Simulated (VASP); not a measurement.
# Cd (P6_3/mmc) in VASP: a series of runs

Cd is run at these levels: HSE06, r2SCAN; tasks: single point.

All numbers are computed with VASP 6.6.1; they aren't measurements. Logs are shortened: lines on timing, memory, paths and dates and some standing lists are left out, and cuts for length are marked.

## (1) The cell of the first run

Symmetry: P6_3/mmc, No. 194, hexagonal system. Conventional cell: a = 2.979 Å, b = 2.979 Å, c = 5.618 Å, α = 90.00°, β = 90.00°, γ = 120.00°. Cd (site symmetry -6m2) has 12 Cd at 2.98 to 3.29 Å within 3.9 Å.

## (2) Single point, HSE06

File POSCAR:

```
Cd
1.0
    2.9788700000      0.0000000000      0.0000000000
   -1.4894350000      2.5797770946      0.0000000000
    0.0000000000      0.0000000000      5.6176500000
Cd
2
Direct
    0.6666666667      0.3333333333      0.7500000000
    0.3333333333      0.6666666667      0.2500000000
```

File INCAR.step1:

```
SYSTEM = Cd
PREC = Accurate ; ENCUT = 520
EDIFF = 1E-5 ; ISMEAR = -1
SIGMA = 0.05 ; LREAL = .False.
LASPH = .True. ; NELM = 60
ALGO = Normal ; ISIF = 2
LWAVE = .True. ; LCHARG = .False.
GGA = PE ; NBANDS = 19
```

File INCAR.step2:

```
SYSTEM = Cd
PREC = Accurate ; ENCUT = 520
EDIFF = 1E-7 ; ISMEAR = -1
SIGMA = 0.05 ; LREAL = .False.
LASPH = .True. ; NELM = 60
ALGO = Normal ; ISIF = 2
LWAVE = .False. ; LCHARG = .False.
GGA = PE ; LHFCALC = .True.
HFSCREEN = 0.2079 ; PRECFOCK = Normal
ISTART = 1 ; NBANDS = 19
```

File KPOINTS:

```
regular mesh
0
Gamma
  6 6 3
  0 0 0
```

Potentials or basis: VASP PAW PBE potentials, release 64 (Cd).

Command:

```bash
> cat potpaw_PBE.64/Cd/POTCAR > POTCAR
> cp INCAR.step1 INCAR
> mpirun -np 1 vasp_std > vasp.out
> cp INCAR.step2 INCAR
> mpirun -np 1 vasp_std > vasp.out
```

OUTCAR:

```text
SYSTEM = Cd
   PREC = Accurate
   ENCUT = 520
   EDIFF = 1E-7
   ISMEAR = -1
   LREAL = .False.
   LASPH = .True.
   NELM = 60
   ISIF = 2
   GGA = PE
   LHFCALC = .True.
   HFSCREEN = 0.2079
   PRECFOCK = Normal
   ISTART = 1

 ion  position               nearest neighbor table
   1  0.667  0.333  0.750-   2 3.29   2 3.29   2 3.29   2 3.29   2 3.29   2 3.29
   2  0.333  0.667  0.250-   1 3.29   1 3.29   1 3.29   1 3.29   1 3.29   1 3.29

  LATTYP: Found a hexagonal cell.
 ALAT       =     2.9788700000
 C/A-ratio  =     1.8858325472

  Lattice vectors:

 A1 = (   2.9788700000,   0.0000000000,   0.0000000000)
 A2 = (  -1.4894350000,   2.5797770946,   0.0000000000)
 A3 = (   0.0000000000,   0.0000000000,   5.6176500000)

Analysis of symmetry for initial positions (statically):
=====================================================================
 Subroutine PRICEL returns:
 Original cell was already a primitive cell.

 Routine SETGRP: Setting up the symmetry group for a
 hexagonal supercell.

 Subroutine GETGRP returns: Found 24 space group operations
 (whereof 12 operations were pure point group operations)
 out of a pool of 24 trial point group operations.

The static configuration has the point symmetry D_3d.
 The point group associated with its full space group is D_6h.

Analysis of symmetry for dynamics (positions and initial velocities):
=====================================================================
 Subroutine PRICEL returns:
 Original cell was already a primitive cell.

 Routine SETGRP: Setting up the symmetry group for a
 hexagonal supercell.

 Subroutine GETGRP returns: Found 24 space group operations
 (whereof 12 operations were pure point group operations)
 out of a pool of 24 trial point group operations.

The dynamic configuration has the point symmetry D_3d.
 The point group associated with its full space group is D_6h.

 Subroutine INISYM returns: Found 24 space group operations
 (whereof 12 operations are pure point group operations),
 and found     1 'primitive' translations

----------------------------------------------------------------------------------------

                                     Primitive cell

  volume of cell :      43.1706

  direct lattice vectors                    reciprocal lattice vectors
     2.978870000  0.000000000  0.000000000     0.335697765  0.193815195  0.000000000
    -1.489435000  2.579777095  0.000000000     0.000000000  0.387630389  0.000000000
     0.000000000  0.000000000  5.617650000     0.000000000  0.000000000  0.178010378

  length of vectors
     2.978870000  2.978870000  5.617650000     0.387630390  0.387630389  0.178010378

  position of ions in fractional coordinates (direct lattice)
     0.666666667  0.333333333  0.750000000
     0.333333333  0.666666667  0.250000000

  ion indices of the primitive-cell ions
   primitive index   ion index
                 1           1
                 2           2

----------------------------------------------------------------------------------------

 KPOINTS: regular mesh

Automatic generation of k-mesh.
 Grid dimensions read from file:
 generate k-points for:    6    6    3

 Generating k-lattice:

  Cartesian coordinates                     Fractional coordinates (reciprocal lattice)
     0.055949627  0.032302532  0.000000000     0.166666667  0.000000000  0.000000000
     0.000000000  0.064605065  0.000000000     0.000000000  0.166666667  0.000000000
     0.000000000  0.000000000  0.059336793     0.000000000  0.000000000  0.333333333

  Length of vectors
     0.064605065  0.064605065  0.059336793

  Shift w.r.t. Gamma in fractional coordinates (k-lattice)
     0.000000000  0.000000000  0.000000000

 Subroutine IBZKPT returns following result:
 ===========================================

 Found     14 irreducible k-points:

 Following reciprocal coordinates:
            Coordinates               Weight
  0.000000  0.000000  0.000000      1.000000
  0.166667  0.000000  0.000000      6.000000
  0.333333  0.000000  0.000000      6.000000
  0.500000 -0.000000  0.000000      3.000000
  0.166667  0.166667  0.000000      6.000000
  0.333333  0.166667  0.000000     12.000000
  0.333333  0.333333  0.000000      2.000000
  0.000000  0.000000  0.333333      2.000000
  0.166667  0.000000  0.333333     12.000000
  0.333333  0.000000  0.333333     12.000000
  0.500000 -0.000000  0.333333      6.000000
  0.166667  0.166667  0.333333     12.000000
  0.333333  0.166667  0.333333     24.000000
  0.333333  0.333333  0.333333      4.000000
   k-points           NKPTS =     14   k-points in BZ     NKDIM =    108   number of bands    NBANDS=     19
   number of dos      NEDOS =    301   number of ions     NIONS =      2
   total plane-waves  NPLWV =  24192
   dimension x,y,z NGX =    24 NGY =   24 NGZ =   42
   dimension x,y,z NGXF=    48 NGYF=   48 NGZF=   84
   ions per type =               2
   NGX,Y,Z   is equivalent  to a cutoff of  13.39, 13.39, 12.43 a.u.
   NGXF,Y,Z  is equivalent  to a cutoff of  26.79, 26.79, 24.86 a.u.
 SYSTEM =  Cd
   PREC   = accura    normal or accurate (medium, high low for compatibility)
   ISTART =      1    job   : 0-new  1-cont  2-samecut
   ICHARG =      0    charge: 1-file 2-atom 10-const
   ISPIN  =      1    spin polarized calculation?
   LNONCOLLINEAR =      F non collinear calculations
   LSORBIT =      F    spin-orbit coupling
   LASPH  =      T    aspherical Exc in radial PAW
   ENCUT  =  520.0 eV  38.22 Ry    6.18 a.u.   5.54  5.54 10.45*2*pi/ulx,y,z
   NELM   =     60;   NELMIN=  2; NELMDL=  0     # of ELM steps
   EDIFF  = 0.1E-06   stopping-criterion for ELM
   LREAL  =      F    real-space projection
   EDIFFG = 0.1E-05   stopping-criterion for IOM
   NSW    =      0    number of steps for IOM
   IBRION =     -1    ionic relax: 0-MD 1-quasi-New 2-CG
   NFREE  =      0    steps in history (QN), initial steepest desc. (CG)
   ISIF   =      2    stress and relaxation
   ISYM   =      3    0-nonsym 1-usesym 2-fastsym
   POTIM  = 0.5000    time-step for ionic-motion
   TEBEG  =    0.0;   TEEND  =   0.0 temperature during run
   PSTRESS=    0.0 pullay stress
   NELECT =      24.0000    total number of electrons
   NUPDOWN=      -1.0000    fix difference up-down
   EMIN   =  10.00;   EMAX   =-10.00  energy-range for DOS
   EFERMI =   0.00;   METHOD = LEGACY
   ISMEAR =    -1;   SIGMA  =   0.05  broadening in eV -4-tet -1-fermi 0-gaus
   EFERMI_NEDOS =   21; number of points for ismear=-14 and -15
   IALGO  =     38    algorithm
   IMIX   =      1    mixing-type and parameters
     AMIX     =   0.40;   BMIX     =  1.00
     AMIX_MAG =   1.60;   BMIX_MAG =  1.00
  volume/ion in A,a.u.               =      21.59       145.66
  Fermi-wavevector in a.u.,A,eV,Ry     =   1.346116  2.543790 24.654136  1.812028
  Thomas-Fermi vector in A             =   2.473974
   LORBIT       =      0    0 simple, 1 ext, 2 COOP (PROOUT), +10 PAW based schemes
   GGA     = PE    functional components
   LHFCALC =     T    Hartree Fock is set to
   PRECFOCK=normal    Normal, Fast or Accurate (Low or Medium for compatibility)
   ENCUT4O =  -1.0   cutoff for four orbital integrals eV
   NKREDX  =     1    reduce k-point grid by
   NKREDY  =     1    reduce k-point grid by
   NKREDZ  =     1    reduce k-point grid by
   AEXX    =    0.2500 exact exchange contribution
   HFSCREEN=    0.2079 screening length (either q_TF or 0.3 A-1)
   HFSCREENC=   0.2079 screening length for correlation (either q_TF or 0.3 A-1)
   ENCUTFOCK=  -1.0 apply spherical cutoff to Coloumb kernel
   IVDW    =     0    specifies the selected vdW correction
   LEPSILON=     F    determine dielectric tensor
   LRPA    =     F    only Hartree local field effects (RPA)
 non-spin polarized calculation
  energy-cutoff  :      520.00
  volume of cell :       43.17
 maximum number of plane-waves:      1191
 NGX is ok and might be reduce to    24
  NGX = 18; NGY = 18; NGZ = 32

 number of electron      23.9999993 magnetization

 Free energy of the ion-electron system (eV)
  ---------------------------------------------------
  ext. energy  EPLUGINS =         0.00000000
  ---------------------------------------------------
  free energy    TOTEN  =        -1.79842455 eV

  energy without entropy =       -1.79197177  energy(sigma->0) =       -1.79519816

 E-fermi :   3.4183     XC(G=0):  -9.0695

 val. band max:        3.3603945516   @ k =   0.3333   0.0000   0.0000
 cond. band min:       3.5925789120   @ k =   0.3333   0.1667   0.0000
 fundamental gap:      0.2321843604
 Fermi energy:         3.4183092760

 k-point     1 :       0.0000    0.0000    0.0000
  band No.  band energies     occupation
      1      -8.6685      2.00000
      2      -8.4131      2.00000
      3      -8.0845      2.00000
      4      -8.0845      2.00000
      5      -8.0328      2.00000
      6      -8.0328      2.00000
[... 11 lines left out ...]
     18      18.8980      0.00000
     19      19.4892      0.00000

 k-point     2 :       0.1667    0.0000    0.0000
  band No.  band energies     occupation
      1      -8.4982      2.00000
      2      -8.2707      2.00000
      3      -8.1697      2.00000
      4      -8.0131      2.00000
      5      -7.8281      2.00000
      6      -7.7859      2.00000
[... 11 lines left out ...]
     18      17.7860      0.00000
     19      17.8059      0.00000

 k-point     3 :       0.3333    0.0000    0.0000
  band No.  band energies     occupation
      1      -8.7238      2.00000
      2      -8.5057      2.00000
      3      -8.2652      2.00000
      4      -7.8608      2.00000
      5      -7.8511      2.00000
      6      -7.7499      2.00000
[... 11 lines left out ...]
     18      16.7236      0.00000
     19      18.0024      0.00000

 k-point     4 :       0.5000   -0.0000    0.0000
  band No.  band energies     occupation
      1      -8.8759      2.00000
      2      -8.6578      2.00000
      3      -8.4883      2.00000
      4      -7.9970      2.00000
      5      -7.8145      2.00000
      6      -7.6831      2.00000
[... 11 lines left out ...]
     18      16.4798      0.00000
     19      16.8208      0.00000

 k-point     5 :       0.1667    0.1667    0.0000
  band No.  band energies     occupation
      1      -8.3484      2.00000
      2      -8.3161      2.00000
      3      -8.0715      2.00000
      4      -8.0659      2.00000
      5      -7.9509      2.00000
      6      -7.9061      2.00000
[... 11 lines left out ...]
     18      15.0307      0.00000
     19      15.4700      0.00000

 k-point     6 :       0.3333    0.1667    0.0000
  band No.  band energies     occupation
      1      -8.5565      2.00000
      2      -8.3825      2.00000
      3      -8.3407      2.00000
      4      -7.9935      2.00000
      5      -7.8385      2.00000
      6      -7.7740      2.00000
[... 11 lines left out ...]
     18      13.3297      0.00000
     19      14.1452      0.00000

 k-point     7 :       0.3333    0.3333    0.0000
  band No.  band energies     occupation
      1      -8.3556      2.00000
      2      -8.0117      2.00000
      3      -8.0117      2.00000
      4      -7.9811      2.00000
      5      -7.9811      2.00000
      6      -7.9321      2.00000
[... 11 lines left out ...]
     18       8.8542      0.00000
     19      11.0864      0.00000

 k-point     8 :       0.0000    0.0000    0.3333
  band No.  band energies     occupation
      1      -8.6025      2.00000
      2      -8.4728      2.00000
      3      -8.0849      2.00000
      4      -8.0849      2.00000
      5      -8.0574      2.00000
      6      -8.0574      2.00000
[... 11 lines left out ...]
     18      19.3729      0.00000
     19      20.2773      0.00000

 k-point     9 :       0.1667    0.0000    0.3333
  band No.  band energies     occupation
      1      -8.4408      2.00000
      2      -8.3240      2.00000
      3      -8.1495      2.00000
      4      -8.0913      2.00000
      5      -7.8396      2.00000
      6      -7.8132      2.00000
[... 11 lines left out ...]
     18      17.7610      0.00000
     19      18.4896      0.00000

 k-point    10 :       0.3333    0.0000    0.3333
  band No.  band energies     occupation
      1      -8.6637      2.00000
      2      -8.5571      2.00000
      3      -8.3260      2.00000
      4      -8.1581      2.00000
      5      -7.6464      2.00000
      6      -7.5956      2.00000
[... 11 lines left out ...]
     18      15.9663      0.00000
     19      16.4640      0.00000

 k-point    11 :       0.5000   -0.0000    0.3333
  band No.  band energies     occupation
      1      -8.8109      2.00000
      2      -8.7166      2.00000
      3      -8.4928      2.00000
      4      -8.2916      2.00000
      5      -7.6915      2.00000
      6      -7.4338      2.00000
[... 11 lines left out ...]
     18      14.9598      0.00000
     19      16.5486      0.00000

 k-point    12 :       0.1667    0.1667    0.3333
  band No.  band energies     occupation
      1      -8.3356      2.00000
      2      -8.3012      2.00000
      3      -8.1857      2.00000
      4      -8.1237      2.00000
      5      -7.9422      2.00000
      6      -7.8504      2.00000
[... 11 lines left out ...]
     18      12.5525      0.00000
     19      18.8304      0.00000

 k-point    13 :       0.3333    0.1667    0.3333
  band No.  band energies     occupation
      1      -8.4987      2.00000
      2      -8.4309      2.00000
      3      -8.3250      2.00000
      4      -8.2185      2.00000
      5      -7.8546      2.00000
      6      -7.5719      2.00000
[... 11 lines left out ...]
     18      12.8235      0.00000
     19      15.8455      0.00000

 k-point    14 :       0.3333    0.3333    0.3333
  band No.  band energies     occupation
      1      -8.1981      2.00000
      2      -8.1981      2.00000
      3      -8.1974      2.00000
      4      -7.9538      2.00000
      5      -7.8597      2.00000
      6      -7.8597      2.00000
[... 11 lines left out ...]
     18      12.5118      0.00000
     19      13.6163      0.00000

------------------------ aborting loop because EDIFF is reached ----------------------------------------

  FORCE on cell =-STRESS in cart. coord.  units (eV):
  Direction    XX          YY          ZZ          XY          YZ          ZX
  --------------------------------------------------------------------------------------
  -------------------------------------------------------------------------------------
  Total        0.4369656      0.4369656      0.8103448     -0.0000000      0.0000000      0.0000000
  in kB       16.2169609     16.2169609     30.0740570     -0.0000000      0.0000000      0.0000000
  external PRESSURE =      20.8359929 kB  Pullay stress =       0.0000000 kB

 VOLUME and BASIS-vectors are now :
 -----------------------------------------------------------------------------
  energy-cutoff  :      520.00
  volume of cell :       43.17
      direct lattice vectors                 reciprocal lattice vectors
     2.978870000  0.000000000  0.000000000     0.335697765  0.193815195  0.000000000
    -1.489435000  2.579777095  0.000000000     0.000000000  0.387630389  0.000000000
     0.000000000  0.000000000  5.617650000     0.000000000  0.000000000  0.178010378

 POSITION                                       TOTAL-FORCE (eV/Angst)
 -----------------------------------------------------------------------------------
      1.48944      0.85993      4.21324         0.000000      0.000000      0.000000
     -0.00000      1.71985      1.40441         0.000000     -0.000000     -0.000000
 -----------------------------------------------------------------------------------
    total drift:                               -0.000000      0.000000     -0.000000

  FREE ENERGIE OF THE ION-ELECTRON SYSTEM (eV)
  ---------------------------------------------------
  free  energy   TOTEN  =        -1.7984245517 eV

  energy  without entropy=       -1.7919717673  energy(sigma->0) =       -1.79519816
```

Run time: 35 min. Hardware: 1 thread of Intel Xeon Platinum 8259CL at 2.50GHz (Skylake/Cascade Lake), shared host; peak memory 0.28 GiB.

What came out:

```yaml
Free_energy: -1.7984 eV
Pressure: 2.1 GPa
Band_gap_on_the_k_mesh: zero (bands 12 and 13 overlap by 4.13 eV)
```

Levels at points of the mesh, in eV from the Fermi level:
```tsv
k point	band 8	band 9	band 10	band 11	band 12	band 13	band 14	band 15	band 16	band 17
(0.00, 0.00, 0.00)	-10.95	-10.69	-10.69	-10.56	-3.95	-3.94	10.93	14.72	15.25	15.48
(0.50, 0.00, 0.00)	-10.71	-10.41	-10.38	-3.15	-2.55	1.84	2.88	3.25	5.12	8.67
```

Caveat: the k points lie up to 0.41 Å⁻¹ apart, too coarse for converged energies and pressures of a metal; the PAW data sets were made with another functional, which shifts forces and pressure a little.

## (3) Single point, r2SCAN

This run uses another cell than the first one, of 20.72 Å³/atom.

File POSCAR:

```
Cd
1.0
    2.9386100647      0.0000000000      0.0000000000
   -1.4693050324      2.5449109679      0.0000000000
    0.0000000000      0.0000000000      5.5417265037
Cd
2
Direct
    0.6666666667      0.3333333333      0.7500000000
    0.3333333333      0.6666666667      0.2500000000
```

File INCAR.step1:

```
SYSTEM = Cd
PREC     = Accurate       ! precision mode
ENCUT    = 700            ! plane-wave cutoff, eV
ISMEAR   = -1             ! smearing method
SIGMA    = 0.05           ! smearing width, eV
LREAL    = .FALSE.        ! projectors in reciprocal space
LASPH    = .TRUE.         ! aspherical terms in the spheres
NELM     = 120            ! most SCF steps
NBANDS   = 27             ! bands
GGA      = PE             ! functional
ALGO     = Normal         ! electronic algorithm
EDIFF    = 1E-5           ! SCF threshold, eV
LWAVE    = .TRUE.         ! write WAVECAR
LCHARG   = .FALSE.        ! write CHGCAR
GGA_COMPAT= .FALSE.
```

File INCAR.step2:

```
SYSTEM = Cd
PREC     = Accurate       ! precision mode
ENCUT    = 700            ! plane-wave cutoff, eV
EDIFF    = 1E-6           ! SCF threshold, eV
ISMEAR   = -1             ! smearing method
SIGMA    = 0.05           ! smearing width, eV
LREAL    = .FALSE.        ! projectors in reciprocal space
LASPH    = .TRUE.         ! aspherical terms in the spheres
NELM     = 120            ! most SCF steps
ALGO     = Normal         ! electronic algorithm
ISIF     = 2              ! what is computed and relaxed
LWAVE    = .FALSE.        ! write WAVECAR
LCHARG   = .FALSE.        ! write CHGCAR
METAGGA  = R2SCAN         ! meta-GGA
LMIXTAU  = .TRUE.       
NBANDS   = 27             ! bands
ISTART   = 1            
GGA_COMPAT= .FALSE.
```

File KPOINTS:

```
regular mesh
0
G
  10 10 5
  0 0 0
```

Potentials or basis: VASP PAW PBE potentials, release 64 (Cd_sv_GW).

Command:

```bash
> cat potpaw_PBE.64/Cd_sv_GW/POTCAR > POTCAR
> cp INCAR.step1 INCAR
> mpirun -np 1 vasp_std > vasp.out
> cp INCAR.step2 INCAR
> mpirun -np 1 vasp_std > vasp.out
```

It took 2.1 min on 1 thread of Intel Xeon 6975P-C (Granite Rapids), shared host; peak memory 0.23 GiB.

Results (log left out):

- Free energy: -40.2412 eV
- Pressure: 3.3 GPa
- Band gap on the k mesh: zero (bands 20 and 21 overlap by 4.26 eV)

Stress tensor (GPa, compression positive):
```
3.75 0.00 0.00
0.00 3.75 0.00
0.00 0.00 2.31
```

Levels at points of the mesh, in eV from the Fermi level:
```tsv
k point	band 17	band 18	band 19	band 20	band 21	band 22	band 23	band 24
(0.00, 0.00, 0.00)	-9.12	-8.84	-8.84	-3.14	-2.99	11.12	14.55	15.76
(0.50, 0.00, 0.00)	-8.53	-8.51	-2.40	-1.76	2.31	3.37	3.78	5.79
```

Caveat: the cell stands under pressure; the PAW data sets were made with another functional, which shifts forces and pressure a little.

The gap in the log of VASP goes by the Fermi energy; the results here count the filled bands.